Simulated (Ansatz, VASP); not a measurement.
Two plane-wave programs on P

```xyz
1
Lattice="2.3916 0.0000 0.0000 0.0000 2.3916 0.0000 0.0000 0.0000 2.3924" Properties=species:S:1:pos:R:3 pbc="T T T"
P     0.0000    0.0000    0.0000
```

Alike in both runs: task relaxation of cell and atoms; functional PBEsol; dispersion D3(BJ); k mesh 18 × 18 × 18; occupations gaussian, width 0.1 eV; no spin polarisation.

|  | VASP | Ansatz |
| --- | --- | --- |
| version | VASP 6.6.1 | Ansatz 0.2.0 |
| potentials or method | VASP PAW PBE potentials, release 64 (P), cutoff 600 eV | scalar-relativistic, plane waves, PAW |
| valence electrons in the cell | 5 | 5 |

Ansatz gave:

| Quantity | Value |
| --- | --- |
| gap on the k mesh at the Fermi level, each at its own relaxed structure (eV) | none |
| relaxed volume (Å³/atom) | 13.66 |
| relaxed cell length with the largest relative difference (Å) | 2.390 |

Estimate VASP's values.

gap on the k mesh at the Fermi level, each at its own relaxed structure (eV): none; relaxed volume (Å³/atom): 13.67; relaxed cell length with the largest relative difference (Å): 2.391.

VASP's potentials were made for PBE, not for PBEsol. A gap of «none» marks a metal or a gap that the smearing closes.
